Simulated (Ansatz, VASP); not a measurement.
## Two plane-wave programs on Ga2SeS

```
Ga Se S
1.0
     3.72719    0.00000    0.00000
    -1.86360    3.22785    0.00000
     0.00000    0.00000   16.27349
Ga Se S
4 2 2
Direct
  0.33333 0.66667 0.32274
  0.66667 0.33333 0.67726
  0.66667 0.33333 0.82923
  0.33333 0.66667 0.17077
  0.66667 0.33333 0.39698
  0.33333 0.66667 0.60302
  0.33333 0.66667 0.89264
  0.66667 0.33333 0.10736
```

Alike in both runs: task single point; functional LDA; k mesh 6 × 6 × 2; no spin polarisation.

|  | VASP | Ansatz |
| --- | --- | --- |
| version | VASP 6.6.1 | Ansatz 0.2.0 |
| potentials or method | VASP PAW LDA potentials, release 64 (Ga_d, Se, S) | plane waves, PAW |
| plane-wave cutoff (eV) | 520 | 420 |
| occupations | gaussian, width 0.01 eV | fixed |
| valence electrons in the cell | 76 | 96 |

Ansatz gave:

| Property | Result |
| --- | --- |
| gap on the k mesh at the Fermi level (eV) | 0.94 |

Problem. Which values does VASP return?

Solution. gap on the k mesh at the Fermi level (eV): 0.95.

LDA's correlation is that of Perdew and Zunger in VASP and of Perdew and Wang (1992) in Ansatz. VASP's potentials hold 76 valence electrons a cell and Ansatz's 96, so a difference there can come from the potentials and not from the codes.
